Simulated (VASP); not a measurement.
Runs of VASP 6.6.1 on Ti. The structure is that of space group Im-3m (No. 229), or close to it. The cells are those of the table. 

```csv
task,level,potentials or basis,cell,cutoff (eV),gap on the mesh (eV),pressure (GPa),relaxed volume (Å³/atom)
single point,BLYP+D3(BJ),"VASP PAW PBE potentials, release 64 (Ti_sv)","a = 2.710 Å, angles 109.5°, 1 atom",520,none,-0.1,-
single point,LDA,"VASP PAW LDA potentials, release 64 (Ti_sv)","a = 2.742 Å, angles 109.5°, 1 atom",520,none,-0.1,-
single point,PBEsol,"VASP PAW PBE potentials, release 64 (Ti_sv)","a = 2.780 Å, angles 109.5°, 1 atom",520,none,-0.3,-
relaxation of cell and atoms,BLYP+D3(BJ),"VASP PAW PBE potentials, release 64 (Ti_sv)","relaxed from a = 2.842 Å, angles 109.5°, 1 atom",600,none,0.0,15.29
relaxation of cell and atoms,LDA,"VASP PAW LDA potentials, release 64 (Ti_sv)","relaxed from a = 2.842 Å, angles 109.5°, 1 atom",600,none,0.0,15.85
relaxation of cell and atoms,PBEsol,"VASP PAW PBE potentials, release 64 (Ti_sv)","relaxed from a = 2.842 Å, angles 109.5°, 1 atom",600,none,0.0,(a)
```

Alike in all rows: no spin polarisation; k mesh 13 × 13 × 13; smearing methfessel-paxton 0.1 eV.

Estimate the missing entries.

(a) 16.50.

Caveats: the PAW data sets were made with another functional, which shifts forces and pressure a little (some runs); pairwise dispersion overbinds metals, which lowers pressure and volume (some runs); the volume moved by -13 % from the deposited cell, more than functionals usually miss (some runs); the volume moved by -10 % from the deposited cell, more than functionals usually miss (some runs).

A gap of «none» marks levels without a gap at the run's occupations.
